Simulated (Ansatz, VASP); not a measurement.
Hf in VASP and in Ansatz

The input INCAR:

```
PREC = Accurate
ENCUT = 600
EDIFF = 1E-7
ISMEAR = 0
SIGMA = 0.1
LREAL = False
LASPH = True
NELM = 80
ALGO = Normal
ISIF = 3
LWAVE = False
LCHARG = False
GGA = PE
IBRION = 2
NSW = 90
EDIFFG = -0.04
```

KPOINTS

```
Automatic mesh
0
Gamma
  6 6 6
```

Contents of POSCAR:

```
Hf
1.0
   -1.7749165777      1.7749165777      1.7749165777
    1.7749165777     -1.7749165777      1.7749165777
    1.7749165777      1.7749165777     -1.7749165777
Hf
1
Direct
    0.0000000000      0.0000000000      0.0000000000
```

Input for Ansatz:

```yaml
crystal:
  lattice:
    - [-1.7749165777, 1.7749165777, 1.7749165777]
    - [1.7749165777, -1.7749165777, 1.7749165777]
    - [1.7749165777, 1.7749165777, -1.7749165777]
  atoms:
    - { symbol: Hf, position: [0.0, 0.0, 0.0] }
basis:
  ecutwfc: 420
kpoints:
  mp_grid: { grid: [6, 6, 6] }
hamiltonian:
  xc: pbe
scf:
  occupations: { method: gaussian, width: 0.1 }
  lower_state_search: "off"
output:
  forces: true
  stress: true
  eigenvalues: true
relax:
  adjacent_minimum: "off"
  f_tol: 0.04
  max_steps: 70
  cell: { stress_tol: 0.4 }
```

Alike in both runs: task relaxation of cell and atoms; functional PBE; k mesh 6 × 6 × 6; occupations gaussian, width 0.1 eV; no spin polarisation.

|  | VASP | Ansatz |
| --- | --- | --- |
| version | VASP 6.6.1 | Ansatz 0.2.0 |
| potentials or method | VASP PAW PBE potentials, release 64 (Hf_pv), cutoff 600 eV | scalar-relativistic, plane waves, PAW |
| valence electrons in the cell | 10 | 26 |

Ansatz gave:

```
gap on the k mesh at the Fermi level, each at its own relaxed structure (eV) : none
relaxed volume (Å³/atom)                                                     : 22.37
relaxed cell length with the largest relative difference (Å)                 : 3.074
```

Estimate VASP's values.

gap on the k mesh at the Fermi level, each at its own relaxed structure (eV): none; relaxed volume (Å³/atom): 22.20; relaxed cell length with the largest relative difference (Å): 3.067.

A gap of «none» marks a metal or a gap that the smearing closes. VASP's potentials hold 10 valence electrons a cell and Ansatz's 26, so a difference there can come from the potentials and not from the codes.

The k mesh is coarse, so the values compare programs but aren't converged. Neither program's run includes spin-orbit coupling.
